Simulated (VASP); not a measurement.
# ReP2 (P-4m2) in VASP: single point with PBE

Aim: the single point of ReP2 with PBE.

Program: VASP 6.6.1. These are calculated values, not measurements. Logs are shortened: lines on timing, memory, paths and dates and some standing lists are left out, and cuts for length are marked.

### Step 1. The cell of the first run

The structure is tetragonal, space group P-4m2 (No. 115). The conventional cell has a = 3.108 Å, b = 3.108 Å, c = 5.407 Å, α = 90.00°, β = 90.00°, γ = 90.00°. Within 3.2 Å of Re (site symmetry -4m2) lie 4 P at 2.29 Å and 4 Re at 3.11 Å. Within 3.2 Å of P (site symmetry 2mm) lie 2 Re at 2.29 Å and 8 P at 3.00 to 3.11 Å.

### Step 2. Single point, PBE (atoms taken out)

The input, INCAR:

```
SYSTEM = ReP2
PREC     = Accurate       ! precision mode
ENCUT    = 560            ! plane-wave cutoff, eV
EDIFF    = 1E-6           ! SCF threshold, eV
ISMEAR   = 0              ! smearing method
SIGMA    = 0.1            ! smearing width, eV
LREAL    = .FALSE.        ! projectors in reciprocal space
LASPH    = .TRUE.         ! aspherical terms in the spheres
NELM     = 120            ! most SCF steps
ALGO     = Normal         ! electronic algorithm
ISIF     = 2              ! what is computed and relaxed
LWAVE    = .FALSE.        ! write WAVECAR
LCHARG   = .FALSE.        ! write CHGCAR
GGA      = PE             ! functional
NBANDS   = 20             ! bands
GGA_COMPAT= .FALSE.
```

The input, KPOINTS:

```
regular mesh
0
G
  4 4 4
  0 0 0
```

The input, POSCAR:

```
ReP2
1.0
    3.1077010848      0.0000000000      0.0000000000
    0.0000000000      3.1077010848      0.0000000000
    0.0000000000      0.0000000000      5.4068553247
Re P
1 2
Direct
    0.0000000000      0.0000000000      0.0000000000
    0.5000000000      0.0000000000      0.3110862459
    0.0000000000      0.5000000000      0.6889137541
```

Potentials or basis: VASP PAW PBE potentials, release 64 (Re_sv_GW, P).

Run with:

```sh
> cat potpaw_PBE.64/Re_sv_GW/POTCAR potpaw_PBE.64/P/POTCAR > POTCAR
> mpirun -np 1 vasp_std > vasp.out
```

OUTCAR:

```text
SYSTEM = ReP2
   PREC = Accurate
   ENCUT = 560
   EDIFF = 1E-6
   ISMEAR = 0
   LREAL = .FALSE.
   LASPH = .TRUE.
   NELM = 120
   ISIF = 2
   GGA = PE

 ion  position               nearest neighbor table
   1  0.000  0.000  0.000-   2 2.29   3 2.29   3 2.29   2 2.29
   2  0.500  0.000  0.311-   1 2.29   1 2.29
   3  0.000  0.500  0.689-   1 2.29   1 2.29

  LATTYP: Found a simple tetragonal cell.
 ALAT       =     3.1077010848
 C/A-ratio  =     1.7398247699

  Lattice vectors:

 A1 = (   3.1077010848,   0.0000000000,   0.0000000000)
 A2 = (   0.0000000000,   3.1077010848,   0.0000000000)
 A3 = (   0.0000000000,   0.0000000000,   5.4068553247)

Analysis of symmetry for initial positions (statically):
=====================================================================
 Subroutine PRICEL returns:
 Original cell was already a primitive cell.

 Routine SETGRP: Setting up the symmetry group for a
 simple tetragonal supercell.

 Subroutine GETGRP returns: Found  8 space group operations
 (whereof  8 operations were pure point group operations)
 out of a pool of 16 trial point group operations.

The static configuration has the point symmetry D_2d.

Analysis of symmetry for dynamics (positions and initial velocities):
=====================================================================
 Subroutine PRICEL returns:
 Original cell was already a primitive cell.

 Routine SETGRP: Setting up the symmetry group for a
 simple tetragonal supercell.

 Subroutine GETGRP returns: Found  8 space group operations
 (whereof  8 operations were pure point group operations)
 out of a pool of 16 trial point group operations.

The dynamic configuration has the point symmetry D_2d.

 Subroutine INISYM returns: Found  8 space group operations
 (whereof  8 operations are pure point group operations),
 and found     1 'primitive' translations

----------------------------------------------------------------------------------------

                                     Primitive cell

  volume of cell :      52.2184

  direct lattice vectors                    reciprocal lattice vectors
     3.107701085  0.000000000  0.000000000     0.321781269  0.000000000  0.000000000
     0.000000000  3.107701085  0.000000000     0.000000000  0.321781269  0.000000000
     0.000000000  0.000000000  5.406855325     0.000000000  0.000000000  0.184950390

  length of vectors
     3.107701085  3.107701085  5.406855325     0.321781269  0.321781269  0.184950390
[... 74 lines left out ...]
   ENCUT  =  560.0 eV  41.16 Ry    6.42 a.u.   6.00  6.00 10.43*2*pi/ulx,y,z
   NELM   =    120;   NELMIN=  2; NELMDL= -5     # of ELM steps
   EDIFF  = 0.1E-05   stopping-criterion for ELM
   LREAL  =      F    real-space projection
   EDIFFG = 0.1E-04   stopping-criterion for IOM
   NSW    =      0    number of steps for IOM
   IBRION =     -1    ionic relax: 0-MD 1-quasi-New 2-CG
   NFREE  =      0    steps in history (QN), initial steepest desc. (CG)
   ISIF   =      2    stress and relaxation
   ISYM   =      2    0-nonsym 1-usesym 2-fastsym
   POTIM  = 0.5000    time-step for ionic-motion
   TEBEG  =    0.0;   TEEND  =   0.0 temperature during run
   PSTRESS=    0.0 pullay stress
   NELECT =      25.0000    total number of electrons
   NUPDOWN=      -1.0000    fix difference up-down
   EMIN   =  10.00;   EMAX   =-10.00  energy-range for DOS
   EFERMI =   0.00;   METHOD = LEGACY
   ISMEAR =     0;   SIGMA  =   0.10  broadening in eV -4-tet -1-fermi 0-gaus
   EFERMI_NEDOS =   21; number of points for ismear=-14 and -15
   IALGO  =     38    algorithm
   IMIX   =      4    mixing-type and parameters
     AMIX     =   0.40;   BMIX     =  1.00
     AMIX_MAG =   1.60;   BMIX_MAG =  1.00
  volume/ion in A,a.u.               =      17.41       117.46
  Fermi-wavevector in a.u.,A,eV,Ry     =   1.280699  2.420170 22.316141  1.640190
  Thomas-Fermi vector in A             =   2.413112
   LORBIT       =      0    0 simple, 1 ext, 2 COOP (PROOUT), +10 PAW based schemes
   GGA     = PE    functional components
   LHFCALC =     F    Hartree Fock is set to
   AEXX    =    0.0000 exact exchange contribution
   IVDW    =     0    specifies the selected vdW correction
   LEPSILON=     F    determine dielectric tensor
   LRPA    =     F    only Hartree local field effects (RPA)
 non-spin polarized calculation
 Gauss-broadening in eV      SIGMA  =   0.10
  energy-cutoff  :      560.00
  volume of cell :       52.22
 maximum number of plane-waves:      1616
 NGX is ok and might be reduce to    24
   NGX = 11   NGY = 11   NGZ = 21

 number of electron      24.9999998 magnetization

 Free energy of the ion-electron system (eV)
  ---------------------------------------------------
  ext. energy  EPLUGINS =         0.00000000
  ---------------------------------------------------
  free energy    TOTEN  =       -23.68602649 eV

  energy without entropy =      -23.68259471  energy(sigma->0) =      -23.68431060

 E-fermi :   7.9929     XC(G=0): -11.3088

 val. band max:        7.9489466615   @ k =   0.5000   0.5000   0.5000
 cond. band min:       8.2256429897   @ k =   0.5000   0.2500   0.5000
 fundamental gap:      0.2766963282
 Fermi energy:         7.9929047979

 k-point     1 :       0.0000    0.0000    0.0000
  band No.  band energies     occupation
      1     -71.6477      2.00000
      2     -33.6551      2.00000
      3     -33.4253      2.00000
      4     -33.4253      2.00000
      5      -5.3218      2.00000
      6      -1.8054      2.00000
[... 403 lines left out ...]
     19      16.6542      0.00000
     20      16.6542      0.00000

------------------------ aborting loop because EDIFF is reached ----------------------------------------

  FORCE on cell =-STRESS in cart. coord.  units (eV):
  Direction    XX          YY          ZZ          XY          YZ          ZX
  --------------------------------------------------------------------------------------
  -------------------------------------------------------------------------------------
  Total       -0.1990373     -0.1990373     -0.2643470      0.0000000      0.0000000      0.0000000
  in kB       -6.1069129     -6.1069129     -8.1107642      0.0000000      0.0000000      0.0000000
  external PRESSURE =      -6.7748634 kB  Pullay stress =       0.0000000 kB

 VOLUME and BASIS-vectors are now :
 -----------------------------------------------------------------------------
  energy-cutoff  :      560.00
  volume of cell :       52.22
      direct lattice vectors                 reciprocal lattice vectors
     3.107701085  0.000000000  0.000000000     0.321781269  0.000000000  0.000000000
     0.000000000  3.107701085  0.000000000     0.000000000  0.321781269  0.000000000
     0.000000000  0.000000000  5.406855325     0.000000000  0.000000000  0.184950390

 POSITION                                       TOTAL-FORCE (eV/Angst)
 -----------------------------------------------------------------------------------
      0.00000      0.00000      0.00000        -0.000000     -0.000000      0.000000
      1.55385      0.00000      1.68200         0.000000      0.000000     -0.041810
      0.00000      1.55385      3.72486        -0.000000      0.000000      0.041810
 -----------------------------------------------------------------------------------
    total drift:                               -0.000000      0.000000     -0.000000

  FREE ENERGIE OF THE ION-ELECTRON SYSTEM (eV)
  ---------------------------------------------------
  free  energy   TOTEN  =       -23.6860264852 eV

  energy  without entropy=      -23.6825947130  energy(sigma->0) =      -23.68431060
```

OSZICAR:

```text
N       E                     dE             d eps       ncg     rms          rms(c)
DAV:   1     0.168112299168E+03    0.16811E+03   -0.13556E+04   720   0.122E+03
DAV:   2    -0.181776075474E+02   -0.18629E+03   -0.18205E+03   904   0.291E+02
DAV:   3    -0.259615792985E+02   -0.77840E+01   -0.76511E+01   928   0.588E+01
[... 13 lines left out ...]
DAV:  17    -0.236860356424E+02    0.21820E-04   -0.42244E-05   844   0.493E-02    0.183E-01
DAV:  18    -0.236860232647E+02    0.12378E-04   -0.32845E-05   800   0.353E-02    0.118E+00
DAV:  19    -0.236860251163E+02   -0.18516E-05   -0.17612E-06   616   0.834E-03    0.366E-01
DAV:  20    -0.236860263082E+02   -0.11919E-05   -0.13993E-07   392   0.264E-03    0.936E-03
DAV:  21    -0.236860264852E+02   -0.17700E-06   -0.40537E-08   396   0.110E-03
   1 F= -.23686026E+02 E0= -.23684311E+02  d E =-.343177E-02
```

Wall time 20 s (1 thread of Intel Xeon Platinum 8559C (Emerald Rapids), shared host); peak memory 0.17 GiB.

What came out:

```
Free energy            : -23.6860 eV
Pressure               : -0.7 GPa
Largest force          : 0.042 eV/Å
Band gap on the k mesh : zero (an odd number of electrons rules out a gap without spin polarisation)
```

Forces on the atoms (eV/Å):
```
Re   0.000  0.000  0.000
P    0.000  0.000 -0.042
P    0.000  0.000  0.042
```

Stress tensor (GPa, compression positive):
```
-0.61  0.00  0.00
 0.00 -0.61  0.00
 0.00  0.00 -0.81
```

Caveat: the k points lie up to 0.51 Å⁻¹ apart, too coarse for converged energies and pressures of a metal; the cell differs from its parent crystal (atoms taken out); spin-orbit coupling is left out, which moves the levels of the heavy elements.

The gap in the log of VASP goes by the Fermi energy; the results here count the filled bands.